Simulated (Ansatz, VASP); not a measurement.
# Two plane-wave programs on Na3SbTe3

```
CELL_PARAMETERS angstrom
9.67837 0.00000 0.00000
0.00000 9.67837 0.00000
0.00000 0.00000 9.67837
ATOMIC_POSITIONS crystal
Na 0.59003 0.90997 0.09003
Na 0.18287 0.18287 0.18287
Na 0.31713 0.81713 0.68287
Na 0.68287 0.31713 0.81713
Na 0.90997 0.09003 0.59003
Na 0.09003 0.59003 0.90997
Na 0.40997 0.40997 0.40997
Na 0.32745 0.17255 0.82745
Na 0.17255 0.82745 0.32745
Na 0.82745 0.32745 0.17255
Na 0.67255 0.67255 0.67255
Na 0.81713 0.68287 0.31713
Sb 0.03812 0.46188 0.53812
Sb 0.46188 0.53812 0.03812
Sb 0.96188 0.96188 0.96188
Sb 0.53812 0.03812 0.46188
Te 0.25974 0.11931 0.50282
Te 0.74026 0.61931 0.99718
Te 0.38069 0.49718 0.75974
Te 0.99718 0.74026 0.61931
Te 0.49718 0.75974 0.38069
Te 0.11931 0.50282 0.25974
Te 0.50282 0.25974 0.11931
Te 0.61931 0.99718 0.74026
Te 0.88069 0.00282 0.24026
Te 0.00282 0.24026 0.88069
Te 0.24026 0.88069 0.00282
Te 0.75974 0.38069 0.49718
```

Alike in both runs: functional PBE; k mesh 3 × 3 × 3; occupations fermi-dirac, width 0.02 eV; no spin polarisation.

Ansatz relaxed the structure, and its values are those at the end. VASP's run is a single point on that final structure, the one shown.

|  | VASP | Ansatz |
| --- | --- | --- |
| version | VASP 6.6.1 | Ansatz 0.2.0 |
| potentials or method | VASP PAW PBE potentials, release 64 (Na_pv, Sb, Te) | plane-wave PAW, scalar-relativistic |
| plane-wave cutoff (eV) | 520 | 420 |
| valence electrons in the cell | 176 | 360 |

|  | VASP | Ansatz | Ansatz less VASP |
| --- | --- | --- | --- |
| gap on the k mesh at the Fermi level (eV) | 1.50 | 1.51 | +0.011 |
| pressure (GPa) | 0.1 | 0.0 | -0.03 |
| rms of the force components (eV/Å) | 0.017 | 0.007 | -0.0098 |

VASP's potentials hold 176 valence electrons a cell and Ansatz's 360, so a difference there can come from the potentials and not from the codes. Ansatz's warnings: stress scf threshold loose.

Neither program's run includes spin-orbit coupling.
